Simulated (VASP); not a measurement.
# PbSe (P4/nmm) in VASP: single point with PBE

Aim: the single point of PbSe with PBE.

All numbers are computed with VASP 6.6.1; they aren't measurements. Logs are shortened: lines on timing, memory, paths and dates and some standing lists are left out, and cuts for length are marked.

### Step 1. The cell of the first run

The structure is tetragonal, space group P4/nmm (No. 129). The conventional cell has a = 5.349 Å, b = 5.349 Å, c = 4.221 Å, α = 90.00°, β = 90.00°, γ = 90.00°. Within 4.3 Å of Pb (site symmetry 4mm) lie 8 Se at 2.99 to 3.93 Å and 6 Pb at 4.08 to 4.22 Å. Within 4.0 Å of Se (site symmetry -4m2) lie 8 Pb at 2.99 to 3.93 Å and 4 Se at 3.78 Å.

### Step 2. Single point, PBE

The input, POSCAR:

```
PbSe
1.0
    5.3494553078      0.0000000000      0.0000000000
    0.0000000000      5.3494553078      0.0000000000
    0.0000000000      0.0000000000      4.2212686564
Pb Se
2 2
Direct
    0.5000000000      0.0000000000      0.3182456201
    0.0000000000      0.5000000000      0.6817543799
    0.0000000000      0.0000000000      0.0000000000
    0.5000000000      0.5000000000      0.0000000000
```

The input, INCAR.step1:

```
PREC = Accurate
ENCUT = 520
EDIFF = 1E-6
ISMEAR = 0
SIGMA = 0.05
LREAL = False
LASPH = True
NELM = 80
ALGO = Normal
ISIF = 2
LWAVE = False
LCHARG = True
GGA = PE
NBANDS = 28
```

The input, KPOINTS.step1:

```
regular mesh
0
Gamma
  6 6 8
```

The input, INCAR.step2:

```
PREC = Accurate
ENCUT = 520
EDIFF = 1E-6
ISMEAR = -5
SIGMA = 0.05
LREAL = False
LASPH = True
NELM = 80
ALGO = Normal
ISIF = 2
LWAVE = False
LCHARG = False
GGA = PE
LORBIT = 10
NBANDS = 28
NEDOS = 1001
ICHARG = 11
```

The input, KPOINTS.step2:

```
regular mesh
0
Gamma
  9 9 12
```

Potentials or basis: VASP PAW PBE potentials, release 64 (Pb_d, Se).

Command:

```console
> cat potpaw_PBE.64/Pb_d/POTCAR potpaw_PBE.64/Se/POTCAR > POTCAR
> cp INCAR.step1 INCAR
> cp KPOINTS.step1 KPOINTS
> mpirun -np 1 vasp_std > vasp.out
> cp INCAR.step2 INCAR
> cp KPOINTS.step2 KPOINTS
> mpirun -np 1 vasp_std > vasp.out
```

OUTCAR:

```text
PREC = Accurate
   ENCUT = 520
   EDIFF = 1E-6
   ISMEAR = -5
   LREAL = False
   LASPH = True
   NELM = 80
   ISIF = 2
   GGA = PE
   LORBIT = 10
   ICHARG = 11

 ion  position               nearest neighbor table
   1  0.500  0.000  0.318-   3 2.99   4 2.99   4 2.99   3 2.99   2 4.08   2 4.08   2 4.08   2 4.08

   2  0.000  0.500  0.682-   3 2.99   4 2.99   3 2.99   4 2.99   1 4.08   1 4.08   1 4.08   1 4.08

   3  0.000  0.000  0.000-   1 2.99   2 2.99   2 2.99   1 2.99
   4  0.500  0.500  0.000-   1 2.99   2 2.99   1 2.99   2 2.99

  LATTYP: Found a simple tetragonal cell.
 ALAT       =     5.3494553078
 C/A-ratio  =     0.7891025186

  Lattice vectors:

 A1 = (   5.3494553078,   0.0000000000,   0.0000000000)
 A2 = (   0.0000000000,   5.3494553078,   0.0000000000)
 A3 = (   0.0000000000,   0.0000000000,   4.2212686564)

Analysis of symmetry for initial positions (statically):
=====================================================================
 Subroutine PRICEL returns:
 Original cell was already a primitive cell.

 Routine SETGRP: Setting up the symmetry group for a
 simple tetragonal supercell.

 Subroutine GETGRP returns: Found 16 space group operations
 (whereof  8 operations were pure point group operations)
 out of a pool of 16 trial point group operations.

The static configuration has the point symmetry D_2d.
 The point group associated with its full space group is D_4h.

Analysis of symmetry for dynamics (positions and initial velocities):
=====================================================================
 Subroutine PRICEL returns:
 Original cell was already a primitive cell.

 Routine SETGRP: Setting up the symmetry group for a
 simple tetragonal supercell.

 Subroutine GETGRP returns: Found 16 space group operations
 (whereof  8 operations were pure point group operations)
 out of a pool of 16 trial point group operations.

The dynamic configuration has the point symmetry D_2d.
 The point group associated with its full space group is D_4h.

 Subroutine INISYM returns: Found 16 space group operations
 (whereof  8 operations are pure point group operations),
 and found     1 'primitive' translations

----------------------------------------------------------------------------------------

                                     Primitive cell

  volume of cell :     120.7987

  direct lattice vectors                    reciprocal lattice vectors
     5.349455308  0.000000000  0.000000000     0.186934920  0.000000000  0.000000000
     0.000000000  5.349455308  0.000000000     0.000000000  0.186934920  0.000000000
     0.000000000  0.000000000  4.221268656     0.000000000  0.000000000  0.236895607

  length of vectors
     5.349455308  5.349455308  4.221268656     0.186934920  0.186934920  0.236895607

  position of ions in fractional coordinates (direct lattice)
     0.500000000  0.000000000  0.318245620
     0.000000000  0.500000000  0.681754380
     0.000000000  0.000000000  0.000000000
     0.500000000  0.500000000  0.000000000

  ion indices of the primitive-cell ions
   primitive index   ion index
                 1           1
                 2           2
                 3           3
                 4           4

----------------------------------------------------------------------------------------

 KPOINTS: regular mesh

Automatic generation of k-mesh.
 Grid dimensions read from file:
 generate k-points for:    9    9   12

 Generating k-lattice:

  Cartesian coordinates                     Fractional coordinates (reciprocal lattice)
     0.020770547  0.000000000  0.000000000     0.111111111  0.000000000  0.000000000
     0.000000000  0.020770547  0.000000000     0.000000000  0.111111111  0.000000000
     0.000000000  0.000000000  0.019741301     0.000000000  0.000000000  0.083333333

  Length of vectors
     0.020770547  0.020770547  0.019741301

  Shift w.r.t. Gamma in fractional coordinates (k-lattice)
     0.000000000  0.000000000  0.000000000

 TETIRR: Found   1446 inequivalent tetrahedra from     5832

 Subroutine IBZKPT returns following result:
 ===========================================

 Found    105 irreducible k-points:

 Following reciprocal coordinates:
            Coordinates               Weight
  0.000000  0.000000  0.000000      1.000000
  0.111111  0.000000  0.000000      4.000000
  0.222222  0.000000  0.000000      4.000000
  0.333333  0.000000  0.000000      4.000000
  0.444444  0.000000  0.000000      4.000000
  0.111111  0.111111  0.000000      4.000000
[... 16 lines left out ...]
  0.333333  0.111111  0.083333     16.000000
  0.444444  0.111111  0.083333     16.000000
 [... further k-points ...]
   k-points           NKPTS =    105   k-points in BZ     NKDIM =    105   number of bands    NBANDS=     28
   number of dos      NEDOS =   1001   number of ions     NIONS =      4
   total plane-waves  NPLWV =  51200
   dimension x,y,z NGX =    40 NGY =   40 NGZ =   32
   dimension x,y,z NGXF=    80 NGYF=   80 NGZF=   64
   ions per type =               2   2
   NGX,Y,Z   is equivalent  to a cutoff of  12.43, 12.43, 12.60 a.u.
   NGXF,Y,Z  is equivalent  to a cutoff of  24.86, 24.86, 25.21 a.u.
 SYSTEM =  unknown system
   PREC   = accura    normal or accurate (medium, high low for compatibility)
   ISTART =      0    job   : 0-new  1-cont  2-samecut
   ICHARG =     11    charge: 1-file 2-atom 10-const
   ISPIN  =      1    spin polarized calculation?
   LNONCOLLINEAR =      F non collinear calculations
   LSORBIT =      F    spin-orbit coupling
   LASPH  =      T    aspherical Exc in radial PAW
   ENCUT  =  520.0 eV  38.22 Ry    6.18 a.u.   9.95  9.95  7.85*2*pi/ulx,y,z
   NELM   =     80;   NELMIN=  2; NELMDL=  0     # of ELM steps
   EDIFF  = 0.1E-05   stopping-criterion for ELM
   LREAL  =      F    real-space projection
   EDIFFG = 0.1E-04   stopping-criterion for IOM
   NSW    =      0    number of steps for IOM
   IBRION =     -1    ionic relax: 0-MD 1-quasi-New 2-CG
   NFREE  =      0    steps in history (QN), initial steepest desc. (CG)
   ISIF   =      2    stress and relaxation
   ISYM   =      2    0-nonsym 1-usesym 2-fastsym
   POTIM  = 0.5000    time-step for ionic-motion
   TEBEG  =    0.0;   TEEND  =   0.0 temperature during run
   PSTRESS=    0.0 pullay stress
   NELECT =      40.0000    total number of electrons
   NUPDOWN=      -1.0000    fix difference up-down
   EMIN   =  10.00;   EMAX   =-10.00  energy-range for DOS
   EFERMI =   0.00;   METHOD = LEGACY
   ISMEAR =    -5;   SIGMA  =   0.05  broadening in eV -4-tet -1-fermi 0-gaus
   EFERMI_NEDOS =   21; number of points for ismear=-14 and -15
   IALGO  =     38    algorithm
   IMIX   =      4    mixing-type and parameters
     AMIX     =   0.40;   BMIX     =  1.00
     AMIX_MAG =   1.60;   BMIX_MAG =  1.00
  volume/ion in A,a.u.               =      30.20       203.80
  Fermi-wavevector in a.u.,A,eV,Ry     =   1.132594  2.140292 17.453123  1.282768
  Thomas-Fermi vector in A             =   2.269295
   LORBIT       =     10    0 simple, 1 ext, 2 COOP (PROOUT), +10 PAW based schemes
   GGA     = PE    functional components
   LHFCALC =     F    Hartree Fock is set to
   AEXX    =    0.0000 exact exchange contribution
   IVDW    =     0    specifies the selected vdW correction
   LEPSILON=     F    determine dielectric tensor
   LRPA    =     F    only Hartree local field effects (RPA)
 non-spin polarized calculation
 Fermi weights with tetrahedron method with Bloechl corrections
  energy-cutoff  :      520.00
  volume of cell :      120.80
 maximum number of plane-waves:      3276
 NGX is ok and might be reduce to    40

 number of electron      40.0000010 magnetization

 Free energy of the ion-electron system (eV)
  ---------------------------------------------------
  ext. energy  EPLUGINS =         0.00000000
  ---------------------------------------------------
  free energy    TOTEN  =       -15.70845595 eV

  energy without entropy =      -15.70845595  energy(sigma->0) =      -15.70845595

 E-fermi :   4.1864     XC(G=0):  -9.3188

 val. band max:        4.1618560347   @ k =   0.4444   0.4444   0.5000
 cond. band min:       4.5736116988   @ k =   0.1111   0.1111   0.4167
 fundamental gap:      0.4117556640
 Fermi energy:         4.1864095774

 k-point     1 :       0.0000    0.0000    0.0000
  band No.  band energies     occupation
      1     -12.4755      2.00000
      2     -12.4602      2.00000
      3     -12.4524      2.00000
      4     -12.4327      2.00000
      5     -12.4327      2.00000
      6     -12.4160      2.00000
[... 20 lines left out ...]
     27       9.8511      0.00000
     28      10.5813      0.00000

 k-point     2 :       0.1111    0.0000    0.0000
  band No.  band energies     occupation
      1     -12.4720      2.00000
      2     -12.4604      2.00000
      3     -12.4524      2.00000
      4     -12.4322      2.00000
      5     -12.4313      2.00000
      6     -12.4165      2.00000
[... 20 lines left out ...]
     27      10.1086      0.00000
     28      10.8693      0.00000

 k-point     3 :       0.2222    0.0000    0.0000
  band No.  band energies     occupation
      1     -12.4626      2.00000
      2     -12.4602      2.00000
      3     -12.4528      2.00000
      4     -12.4306      2.00000
      5     -12.4272      2.00000
      6     -12.4180      2.00000
[... 616 lines left out ...]
      3     -12.4476      2.00000
      4     -12.4300      2.00000
      5     -12.4271      2.00000
      6     -12.4202      2.00000
[... 20 lines left out ...]
     27      11.0503      0.00000
     28      11.5960      0.00000

 k-point    24 :       0.4444    0.1111    0.0833
  band No.  band energies     occupation
      1     -12.4565      2.00000
      2     -12.4548      2.00000
      3     -12.4407      2.00000
      4     -12.4349      2.00000
      5     -12.4228      2.00000
      6     -12.4189      2.00000
[... 20 lines left out ...]
     27      11.2392      0.00000
     28      11.7268      0.00000

 [... further k-points ...]

------------------------ aborting loop because EDIFF is reached ----------------------------------------

  FORCE on cell =-STRESS in cart. coord.  units (eV):
  Direction    XX          YY          ZZ          XY          YZ          ZX
  --------------------------------------------------------------------------------------
  -------------------------------------------------------------------------------------
  Total        0.0317518      0.0317518     -0.0006759      0.0000000     -0.0000000      0.0000000
  in kB        0.4211306      0.4211306     -0.0089648      0.0000000     -0.0000000      0.0000000
  external PRESSURE =       0.2777655 kB  Pullay stress =       0.0000000 kB

 VOLUME and BASIS-vectors are now :
 -----------------------------------------------------------------------------
  energy-cutoff  :      520.00
  volume of cell :      120.80
      direct lattice vectors                 reciprocal lattice vectors
     5.349455308  0.000000000  0.000000000     0.186934920  0.000000000  0.000000000
     0.000000000  5.349455308  0.000000000     0.000000000  0.186934920  0.000000000
     0.000000000  0.000000000  4.221268656     0.000000000  0.000000000  0.236895607

 POSITION                                       TOTAL-FORCE (eV/Angst)
 -----------------------------------------------------------------------------------
      2.67473      0.00000      1.34340         0.000000      0.000000      0.009567
      0.00000      2.67473      2.87787        -0.000000      0.000000     -0.009567
      0.00000      0.00000      0.00000         0.000000     -0.000000      0.000000
      2.67473      2.67473      0.00000        -0.000000      0.000000      0.000000
 -----------------------------------------------------------------------------------
    total drift:                               -0.000000      0.000000      0.000000

  FREE ENERGIE OF THE ION-ELECTRON SYSTEM (eV)
  ---------------------------------------------------
  free  energy   TOTEN  =       -15.7084559492 eV

  energy  without entropy=      -15.7084559492  energy(sigma->0) =      -15.70845595

 total charge

# of ion       s       p       d       tot
------------------------------------------
    1        1.454   0.545   9.833  11.831
    2        1.454   0.545   9.833  11.831
    3        1.471   2.316   0.015   3.802
    4        1.471   2.316   0.015   3.802
--------------------------------------------------
tot          5.849   5.722  19.695  31.266
```

Wall time 5.9 min (1 thread of Intel Xeon 8259CL, shared host); peak memory 0.43 GiB.

What came out:

```
Valence electrons inside the program's atomic spheres : Pb 11.83; Se 3.80
```

Caveat: spin-orbit coupling is left out, which moves the levels of the heavy elements.
